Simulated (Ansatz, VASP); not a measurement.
# One calculation of Ge, two programs

```
CELL_PARAMETERS angstrom
-2.61207 -2.85111 0.00000
2.61207 -2.85111 0.00000
0.00000 0.00000 10.12338
ATOMIC_POSITIONS crystal
Ge 0.00000 0.00000 0.37858
Ge 0.50000 0.50000 0.86623
Ge 0.00000 0.00000 0.81490
Ge 0.50000 0.50000 0.32725
Ge 0.22726 0.22726 0.10909
Ge 0.72726 0.72726 0.59674
Ge 0.77274 0.77274 0.10909
Ge 0.27274 0.27274 0.59674
```

Alike in both runs: task single point; functional PBEsol; k mesh 12 × 12 × 5; occupations gaussian, width 0.15 eV; no spin polarisation.

|  | VASP | Ansatz |
| --- | --- | --- |
| version | VASP 6.6.1 | Ansatz 0.2.0 |
| potentials or method | VASP PAW PBE potentials, release 64 (Ge_d), cutoff 520 eV | scalar-relativistic, plane waves, PAW |
| valence electrons in the cell | 112 | 112 |

```tsv
	VASP	Ansatz	Ansatz less VASP
gap on the k mesh at the Fermi level (eV)	none	none	-
pressure (GPa)	-1.3	-1.4	-0.05
traceless stress, the component that is largest in VASP (GPa)	-1.21	-1.22	-0.007
rms of the force components (eV/Å)	0.127	0.127	-0.0005
```

VASP's potentials were made for PBE, not for PBEsol. Atom by atom the forces differ by 0.001 eV/Å (rms over components). A gap of «none» marks a metal or a gap that the smearing closes.
